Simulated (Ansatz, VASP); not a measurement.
## Mo: VASP beside Ansatz

```xyz
3
Lattice="3.1607 0.0000 0.0000 0.0000 3.1607 0.0000 0.0000 0.0000 19.1607" Properties=species:S:1:pos:R:3 pbc="T T T"
Mo    0.0000    0.0000    8.1265
Mo    1.5804    1.5804    9.5803
Mo    0.0000    0.0000   11.0342
```

Alike in both runs: functional PBE; k mesh 12 × 12 × 1; occupations fermi-dirac, width 0.08 eV; no spin polarisation.

Ansatz relaxed the structure, and its values are those at the end. VASP's run is a single point on that final structure, the one shown.

```csv
,VASP,Ansatz
version,VASP 6.6.1,Ansatz 0.2.0
potentials or method,"VASP PAW PBE potentials, release 64 (Mo_sv)","PAW with Ansatz's default frozen-core files, scalar-relativistic"
plane-wave cutoff (eV),520,420
valence electrons in the cell,42,42
```

|  | VASP | Ansatz | Ansatz less VASP |
| --- | --- | --- | --- |
| rms of the force components (eV/Å) | 0.015 | 0.001 | -0.0142 |

With one functional, cell and mesh, what is left measures potentials, basis and numerics. Ansatz's warnings: stress scf threshold loose, xc potential rough in thin density.
